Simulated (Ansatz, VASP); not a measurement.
## One calculation of Ga3AsP2, two programs

Contents of INCAR:

```
SYSTEM = Ga3AsP2
PREC = Accurate ; ENCUT = 520
EDIFF = 1E-7 ; ISMEAR = -1
SIGMA = 0.02 ; LREAL = .FALSE.
LASPH = .TRUE. ; NELM = 60
ALGO = Normal ; ISIF = 2
LWAVE = .FALSE. ; LCHARG = .TRUE.
GGA = PE ; LELF = .TRUE.
LVHAR = .TRUE. ; NBANDS = 36
```

KPOINTS

```
regular mesh
0
G
  8 8 8
  0 0 0
```

Contents of POSCAR:

```
Ga3AsP2
1.0
   -1.9520172128      5.8562300915      2.7607697518
    1.9520172128     -5.8562300915      2.7607697518
    1.9520172128      5.8562300915     -2.7607697518
P Ga As
2 3 1
Direct
    0.3329121609      0.0003232397      0.3325889212
    0.6677343185      0.0003232397      0.6674110788
    0.5733770216      0.7443968153      0.8289802063
    0.9154166090      0.7443968153      0.1710197937
    0.2613419616      0.7613419616      0.5000000000
   -0.0007820714     -0.0007820714      0.0000000000
```

Input for Ansatz:

```yaml
crystal:
  lattice:
    - [-1.9520172128, 5.8562300915, 2.7607697518]
    - [1.9520172128, -5.8562300915, 2.7607697518]
    - [1.9520172128, 5.8562300915, -2.7607697518]
  atoms:
    - { symbol: P, position: [0.3329121609, 0.0003232397, 0.3325889212] }
    - { symbol: Ga, position: [0.5733770216, 0.7443968153, 0.8289802063] }
    - { symbol: P, position: [0.6677343185, 0.0003232397, 0.6674110788] }
    - { symbol: Ga, position: [0.915416609, 0.7443968153, 0.1710197937] }
    - { symbol: As, position: [-0.0007820714, -0.0007820714, 0.0] }
    - { symbol: Ga, position: [0.2613419616, 0.7613419616, 0.5] }
kpoints:
  mp_grid: { grid: [8, 8, 8] }
  band_path:
    path:
      - [[0.0, 0.0, 0.0], [0.5, -0.5, 0.5], [0.2777760848938, -0.2777760848938, 0.7222239151062]]
      - [[-0.2777760848938, 0.2777760848938, 0.2777760848938], [0.0, 0.0, 0.0], [0.3055602410109, 0.3055602410109, -0.3055602410109]]
      - [[0.6944397589891, -0.3055602410109, 0.3055602410109], [0.5, -0.5, 0.5]]
      - [[0.0, 0.0, 0.0], [5.119435428989e-17, 0.5, 1.948463863153e-17], [0.25, 0.25, 0.25], [0.5, -1.389457379884e-16, 3.292724860628e-17], [0.0, 0.0, 0.0], [6.008415400425e-17, -3.232857838862e-17, 0.5], [0.25, 0.25, 0.25]]
    npoints: 10
hamiltonian:
  xc: pbe
scf:
  occupations: { method: fermi_dirac, width: 0.02 }
  n_extra_bands: 5
output:
  forces: true
  stress: true
  eigenvalues: true
  write_density: true
  write_potential: true
  elf: true
  volumetric_format: npy
```

Alike in both runs: task single point; functional PBE; k mesh 8 × 8 × 8; occupations fermi-dirac, width 0.02 eV; no spin polarisation.

|  | VASP | Ansatz |
| --- | --- | --- |
| version | VASP 6.6.1 | Ansatz 0.2.0 |
| potentials or method | VASP PAW PBE potentials, release 64 (P, Ga_d, As) | plane waves, PAW |
| plane-wave cutoff (eV) | 520 | 420 |
| valence electrons in the cell | 54 | 64 |

|  | VASP | Ansatz | Ansatz less VASP |
| --- | --- | --- | --- |
| gap on the k mesh at the Fermi level (eV) | 1.31 | 1.31 | 0.000 |
| pressure (GPa) | 2.6 | 2.6 | -0.06 |
| rms of the force components (eV/Å) | 0.026 | 0.019 | -0.0068 |

The functional is the same, so the differences come from potentials, cutoffs and numerics. VASP's potentials hold 54 valence electrons a cell and Ansatz's 64, so a difference there can come from the potentials and not from the codes.
